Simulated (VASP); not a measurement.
# SiB6 (Pm-3m) in VASP: electric field gradients with PBE

Aim: the electric field gradients of SiB6 with PBE.

Everything below comes from runs of VASP 6.6.1. Logs are shortened: lines on timing, memory, paths and dates and some standing lists are left out, and cuts for length are marked.

**1. The cell of the first run**

The structure is cubic, space group Pm-3m (No. 221). Conventional cell: a = 4.130 Å, b = 4.130 Å, c = 4.130 Å, α = 90.00°, β = 90.00°, γ = 90.00°. Within 4.2 Å of Si (site symmetry m-3m) lie 24 B at 3.05 Å and 6 Si at 4.13 Å. Within 2.3 Å of B (site symmetry 4mm) lie 5 B at 1.69 to 1.73 Å.

**2. Electric field gradients, PBE**

File INCAR:

```
PREC = Accurate
ENCUT = 420
EDIFF = 1E-8
ISMEAR = 0
SIGMA = 0.005
LREAL = False
LASPH = True
NELM = 120
ALGO = Normal
ISIF = 2
LWAVE = False
LCHARG = False
GGA = PE
LEFG = True
NBANDS = 20
GGA_COMPAT = False
```

File KPOINTS:

```
regular mesh
0
Gamma
  7 7 7
```

File POSCAR:

```
SiB6
1.0
    4.1300000000      0.0000000000      0.0000000000
    0.0000000000      4.1300000000      0.0000000000
    0.0000000000      0.0000000000      4.1300000000
Si B
1 6
Direct
    0.0000000000      0.0000000000      0.0000000000
    0.2100000000      0.5000000000      0.5000000000
    0.5000000000      0.2100000000      0.5000000000
    0.7900000000      0.5000000000      0.5000000000
    0.5000000000      0.7900000000      0.5000000000
    0.5000000000      0.5000000000      0.2100000000
    0.5000000000      0.5000000000      0.7900000000
```

Potentials or basis: VASP PAW PBE potentials, release 64 (Si, B).

Started as:

```sh
$ cat potpaw_PBE.64/Si/POTCAR potpaw_PBE.64/B/POTCAR > POTCAR
$ mpirun -np 1 vasp_std > vasp.out
```

OUTCAR:

```text
PREC = Accurate
   ENCUT = 420
   EDIFF = 1E-8
   ISMEAR = 0
   LREAL = False
   LASPH = True
   NELM = 120
   ISIF = 2
   GGA = PE

 ion  position               nearest neighbor table
   1  0.000  0.000  0.000-
   2  0.210  0.500  0.500-   3 1.69   5 1.69   6 1.69   7 1.69   4 1.73
   3  0.500  0.210  0.500-   2 1.69   4 1.69   6 1.69   7 1.69   5 1.73
   4  0.790  0.500  0.500-   3 1.69   5 1.69   6 1.69   7 1.69   2 1.73
   5  0.500  0.790  0.500-   2 1.69   4 1.69   6 1.69   7 1.69   3 1.73
   6  0.500  0.500  0.210-   2 1.69   3 1.69   4 1.69   5 1.69   7 1.73
   7  0.500  0.500  0.790-   2 1.69   3 1.69   4 1.69   5 1.69   6 1.73

  LATTYP: Found a simple cubic cell.
 ALAT       =     4.1300000000

  Lattice vectors:

 A1 = (   4.1300000000,   0.0000000000,   0.0000000000)
 A2 = (   0.0000000000,   4.1300000000,   0.0000000000)
 A3 = (   0.0000000000,   0.0000000000,   4.1300000000)

Analysis of symmetry for initial positions (statically):
=====================================================================
 Subroutine PRICEL returns:
 Original cell was already a primitive cell.

 Routine SETGRP: Setting up the symmetry group for a
 simple cubic supercell.

 Subroutine GETGRP returns: Found 48 space group operations
 (whereof 48 operations were pure point group operations)
 out of a pool of 48 trial point group operations.

The static configuration has the point symmetry O_h .

Analysis of symmetry for dynamics (positions and initial velocities):
=====================================================================
 Subroutine PRICEL returns:
 Original cell was already a primitive cell.

 Routine SETGRP: Setting up the symmetry group for a
 simple cubic supercell.

 Subroutine GETGRP returns: Found 48 space group operations
 (whereof 48 operations were pure point group operations)
 out of a pool of 48 trial point group operations.

The dynamic configuration has the point symmetry O_h .

 Subroutine INISYM returns: Found 48 space group operations
 (whereof 48 operations are pure point group operations),
[... 159 lines left out ...]
      1     -10.1367      2.00000
      2      -3.9908      2.00000
      3      -2.0734      2.00000
      4      -2.0734      2.00000
      5      -2.0734      2.00000
      6       0.3205      2.00000
[... 449 lines left out ...]
     19      14.3543      0.00000
     20      14.3543      0.00000

------------------------ aborting loop because EDIFF is reached ----------------------------------------

  FORCE on cell =-STRESS in cart. coord.  units (eV):
  Direction    XX          YY          ZZ          XY          YZ          ZX
  --------------------------------------------------------------------------------------
  -------------------------------------------------------------------------------------
  Total        1.8261923      1.8261923      1.8261923     -0.0000000     -0.0000000      0.0000000
  in kB       41.5343026     41.5343026     41.5343026     -0.0000000     -0.0000000      0.0000000
  external PRESSURE =      41.5343026 kB  Pullay stress =       0.0000000 kB

 VOLUME and BASIS-vectors are now :
 -----------------------------------------------------------------------------
  energy-cutoff  :      420.00
  volume of cell :       70.44
      direct lattice vectors                 reciprocal lattice vectors
     4.130000000  0.000000000  0.000000000     0.242130751  0.000000000  0.000000000
     0.000000000  4.130000000  0.000000000     0.000000000  0.242130751  0.000000000
     0.000000000  0.000000000  4.130000000     0.000000000  0.000000000  0.242130751

 POSITION                                       TOTAL-FORCE (eV/Angst)
 -----------------------------------------------------------------------------------
      0.00000      0.00000      0.00000         0.000000      0.000000      0.000000
      0.86730      2.06500      2.06500        -2.711522     -0.000000      0.000000
      2.06500      0.86730      2.06500         0.000000     -2.711522     -0.000000
      3.26270      2.06500      2.06500         2.711522      0.000000     -0.000000
      2.06500      3.26270      2.06500        -0.000000      2.711522      0.000000
      2.06500      2.06500      0.86730        -0.000000     -0.000000     -2.711522
      2.06500      2.06500      3.26270         0.000000      0.000000      2.711522
 -----------------------------------------------------------------------------------
    total drift:                                0.000000      0.000000      0.000000

  FREE ENERGIE OF THE ION-ELECTRON SYSTEM (eV)
  ---------------------------------------------------
  free  energy   TOTEN  =       -42.1248914042 eV

  energy  without entropy=      -42.1248914042  energy(sigma->0) =      -42.12489140

 Electric field gradients (V/A^2)
---------------------------------------------------------------------
 ion       V_xx      V_yy      V_zz      V_xy      V_xz      V_yz
---------------------------------------------------------------------
   1      -0.000    -0.000     0.000    -0.000    -0.000     0.000
   2     -15.126     7.563     7.563     0.000     0.000     0.000
   3       7.563   -15.126     7.563     0.000     0.000    -0.000
   4     -15.126     7.563     7.563     0.000     0.000    -0.000
   5       7.563   -15.126     7.563     0.000    -0.000     0.000
   6       7.563     7.563   -15.126     0.000    -0.000     0.000
   7       7.563     7.563   -15.126    -0.000     0.000     0.000
---------------------------------------------------------------------

 Electric field gradients after diagonalization (V/A^2)
 (convention: |V_zz| > |V_xx| > |V_yy|)
----------------------------------------------------------------------
 ion       V_xx      V_yy      V_zz     asymmetry (V_yy - V_xx)/ V_zz
----------------------------------------------------------------------
   1      -0.000    -0.000     0.000       0.417
   2       7.563     7.563   -15.126       0.000
   3       7.563     7.563   -15.126       0.000
   4       7.563     7.563   -15.126       0.000
   5       7.563     7.563   -15.126       0.000
   6       7.563     7.563   -15.126       0.000
   7       7.563     7.563   -15.126       0.000
----------------------------------------------------------------------

           NMR quadrupolar parameters

 Cq : quadrupolar parameter    Cq=e*Q*V_zz/h
 eta: asymmetry parameters     (V_yy - V_xx)/ V_zz
 Q  : nuclear electric quadrupole moment in mb (millibarn)
----------------------------------------------------------------------
 ion       Cq(MHz)       eta       Q (mb)
----------------------------------------------------------------------
   1       0.000       0.417       1.000
   2      -0.037       0.000       1.000
   3      -0.037       0.000       1.000
   4      -0.037       0.000       1.000
   5      -0.037       0.000       1.000
   6      -0.037       0.000       1.000
   7      -0.037       0.000       1.000
----------------------------------------------------------------------
```

OSZICAR:

```text
N       E                     dE             d eps       ncg     rms          rms(c)
DAV:   1     0.326595643718E+02    0.32660E+02   -0.86219E+03   800   0.797E+02
DAV:   2    -0.484627600220E+02   -0.81122E+02   -0.76802E+02  1088   0.164E+02
DAV:   3    -0.514259665875E+02   -0.29632E+01   -0.29481E+01   992   0.306E+01
DAV:   4    -0.514465456628E+02   -0.20579E-01   -0.20568E-01  1064   0.285E+00
DAV:   5    -0.514467224511E+02   -0.17679E-03   -0.17677E-03   952   0.254E-01    0.108E+01
DAV:   6    -0.430118238025E+02    0.84349E+01   -0.10248E+01   860   0.179E+01    0.497E+00
DAV:   7    -0.421714656976E+02    0.84036E+00   -0.67969E+00   984   0.125E+01    0.182E+00
DAV:   8    -0.421462896620E+02    0.25176E-01   -0.10935E+00   908   0.540E+00    0.132E+00
DAV:   9    -0.421253385538E+02    0.20951E-01   -0.68119E-02   984   0.142E+00    0.332E-01
DAV:  10    -0.421259825584E+02   -0.64400E-03   -0.23221E-02   932   0.743E-01    0.178E-01
DAV:  11    -0.421248592497E+02    0.11233E-02   -0.52391E-03   952   0.376E-01    0.389E-02
DAV:  12    -0.421248850902E+02   -0.25840E-04   -0.32791E-04   996   0.905E-02    0.186E-02
DAV:  13    -0.421248990626E+02   -0.13972E-04   -0.74006E-05   944   0.436E-02    0.121E-02
DAV:  14    -0.421248912368E+02    0.78258E-05   -0.25918E-05   956   0.259E-02    0.302E-03
DAV:  15    -0.421248915570E+02   -0.32018E-06   -0.22741E-06  1012   0.749E-03    0.241E-03
DAV:  16    -0.421248914123E+02    0.14463E-06   -0.40326E-07   940   0.330E-03    0.660E-04
DAV:  17    -0.421248914042E+02    0.81413E-08   -0.28727E-08   936   0.913E-04
   1 F= -.42124891E+02 E0= -.42124891E+02  d E =-.802634E-72
```

Run time: 45 s. Hardware: 1 thread of Intel Xeon 8259CL, shared host; peak memory 0.13 GiB.

What came out:

```yaml
Free_energy: -42.1249 eV
Pressure: 4.2 GPa
Largest_force: 2.712 eV/Å
Band_gap_on_the_k_mesh: 0.50 eV (least direct gap 1.51 eV)
Largest_electric_field_gradient_by_atom: Si -0.0; B -15.1 V/Å²
```

Forces in eV/Å, atoms in the order of the input:
```
Si   0.000  0.000  0.000
B   -2.712  0.000  0.000
B    0.000 -2.712  0.000
B    2.712  0.000  0.000
B    0.000  2.712  0.000
B    0.000  0.000 -2.712
B    0.000  0.000  2.712
```

Levels at points of the mesh, in eV from the valence-band top:
| k point | band 8 | band 9 | band 10 | band 11 | band 12 | band 13 | band 14 | band 15 |
| --- | --- | --- | --- | --- | --- | --- | --- | --- |
| (0.00, 0.00, 0.00) | -3.12 | -0.18 | -0.18 | -0.18 | 1.50 | 1.50 | 1.50 | 3.68 |

Electric field gradients, principal values (V/Å²):
```csv
atom,least,middle,greatest (by size)
1 Si,0.000,0.000,0.000
2 B,7.563,7.563,-15.126
3 B,7.563,7.563,-15.126
4 B,7.563,7.563,-15.126
5 B,7.563,7.563,-15.126
6 B,7.563,7.563,-15.126
7 B,7.563,7.563,-15.126
```

Caveat: the cell stands under pressure; without QUAD_EFG the Cq values of the log hold for a quadrupole moment of 1 mb, not for the nuclei; an odd mesh through Γ misses points on the zone boundary, where band edges can lie; forces of over 1 eV/Å act on the atoms, so gaps and moduli don't describe the material at rest.
